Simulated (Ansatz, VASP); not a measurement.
# SrO in VASP and in Ansatz

File INCAR:

```
ALGO     = Normal         # electronic algorithm
EDIFF    = 1E-6           # SCF threshold, eV
ENCUT    = 520            # plane-wave cutoff, eV
GGA      = PS             # functional
ISIF     = 2              # what is computed and relaxed
ISMEAR   = -1             # smearing method
LASPH    = T              # aspherical terms in the spheres
LCHARG   = T              # write CHGCAR
LELF     = T              # ELF
LREAL    = F              # projectors in reciprocal space
LVHAR    = T            
LWAVE    = F              # write WAVECAR
NBANDS   = 15             # bands
NELM     = 60             # most SCF steps
PREC     = Accurate       # precision mode
SIGMA    = 0.05           # smearing width, eV
```

File KPOINTS:

```
k-points
0
Gamma
  9 9 9
```

File POSCAR:

```
SrO
1.0
    0.0000000000      2.5832958595      2.5832958595
    2.5832958595      0.0000000000      2.5832958595
    2.5832958595      2.5832958595      0.0000000000
Sr O
1 1
Direct
    0.5000000000      0.5000000000      0.5000000000
    0.0000000000      0.0000000000      0.0000000000
```

input.yaml

```yaml
crystal:
  lattice:
    - [0.0, 2.5832958595, 2.5832958595]
    - [2.5832958595, 0.0, 2.5832958595]
    - [2.5832958595, 2.5832958595, 0.0]
  atoms:
    - { symbol: Sr, position: [0.5, 0.5, 0.5] }
    - { symbol: O, position: [0.0, 0.0, 0.0] }
hamiltonian:
  xc: pbesol
  pseudopotentials: { kind: paw }
kpoints:
  mp_grid: { grid: [9, 9, 9] }
scf:
  occupations: { method: fermi_dirac, width: 0.05 }
output:
  forces: true
  stress: true
  eigenvalues: true
  write_density: true
  write_potential: true
  elf: true
  volumetric_format: npy
```

Alike in both runs: task single point; functional PBEsol; k mesh 9 × 9 × 9; occupations fermi-dirac, width 0.05 eV; no spin polarisation.

|  | VASP | Ansatz |
| --- | --- | --- |
| version | VASP 6.6.1 | Ansatz 0.2.0 |
| potentials or method | VASP PAW PBE potentials, release 64 (Sr_sv, O) | Ansatz PAW |
| plane-wave cutoff (eV) | 520 | 420 |
| valence electrons in the cell | 16 | 16 |

VASP gave:

| Item | Value |
| --- | --- |
| gap on the k mesh at the Fermi level (eV) | 3.22 |
| least direct gap on the mesh (eV) | 3.33 |
| pressure (GPa) | -1.7 |

**Question.** What did Ansatz give for the same quantities?

**Answer.** gap on the k mesh at the Fermi level (eV): 3.27; least direct gap on the mesh (eV): 3.36; pressure (GPa): -2.3.

VASP's potentials were made for PBE, not for PBEsol.

Noted on Ansatz's run: odd divisions of the mesh miss points on the zone boundary, where band edges often lie, so the gap on the mesh can be too wide.
